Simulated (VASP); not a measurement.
# Sm: single point with LDA

Crystal: Sm.

```
CELL_PARAMETERS angstrom
0.00000 2.13961 2.13961
2.13961 0.00000 2.13961
2.13961 2.13961 0.00000
ATOMIC_POSITIONS crystal
Sm 0.00000 0.00000 0.00000
```

```yaml
Program: VASP 6.6.1
Task: single point
Functional: LDA
Potentials_or_basis: VASP PAW PBE potentials, release 64 (Sm)
Cutoff: 520 eV
k_mesh: 13 × 13 × 13
Occupations: fermi-dirac, width 0.136057 eV
Spin: no spin polarisation
```

```
Pressure               : 0.2 GPa
Band gap on the k mesh : zero (band 8 reaches 5.97 eV, above the bottom of band 9 at 5.69 eV)
```

Levels at points of the mesh, in eV from the Fermi level:
```tsv
k point	band 6	band 7	band 8	band 9	band 10	band 11
(0.00, 0.00, 0.00)	-0.78	-0.19	-0.19	-0.19	0.55	0.55
```

Wall time 34 s on 1 thread of Intel Xeon 6975P-C, on a shared host, peak memory 0.16 GiB.

Caveat: the PAW data sets were made with another functional, which shifts forces and pressure a little; spin-orbit coupling is left out, which moves the levels of the heavy elements. Spin polarisation is off, so any magnetic state and its effect on volume and gap are missing.
